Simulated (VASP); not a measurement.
Input of a VASP 6.6.1 run:

The input INCAR:

```
PREC = Accurate ; ENCUT = 500
EDIFF = 1E-6 ; ISMEAR = 0
SIGMA = 0.2 ; LREAL = F
LASPH = T ; NELM = 120
ALGO = Normal ; ISIF = 2
LWAVE = F ; LCHARG = F
GGA = PE ; NBANDS = 22
GGA_COMPAT = F
```

KPOINTS

```
Automatic mesh
0
Gamma
  5 5 5
```

POSCAR

```
GaAs3
1.0
    2.9143172627      1.6825818561      2.6526511517
   -2.9143172627      1.6825818561      2.6526511517
    0.0000000000     -3.3651637122      2.6526511517
Ga As
1 3
Direct
    0.0000000000      0.0000000000      0.0000000000
    0.5000000000      0.5000000000      0.0000000000
    0.0000000000      0.5000000000      0.5000000000
    0.5000000000      0.0000000000      0.5000000000
```

Potentials or basis: VASP PAW PBE potentials, release 64 (Ga_d, As).

The run is started by

```sh
$ cat potpaw_PBE.64/Ga_d/POTCAR potpaw_PBE.64/As/POTCAR > POTCAR
$ mpirun -np 1 vasp_std > vasp.out
```

Question: Predict the band gap on the k mesh.

Answer: Zero (bands 14 and 15 overlap by 3.13 eV).

Question: Predict the pressure.

Answer: 0.4 GPa.

Stress tensor (GPa, compression positive):
```
0.57 0.00 0.00
0.00 0.57 0.00
0.00 0.00 0.02
```
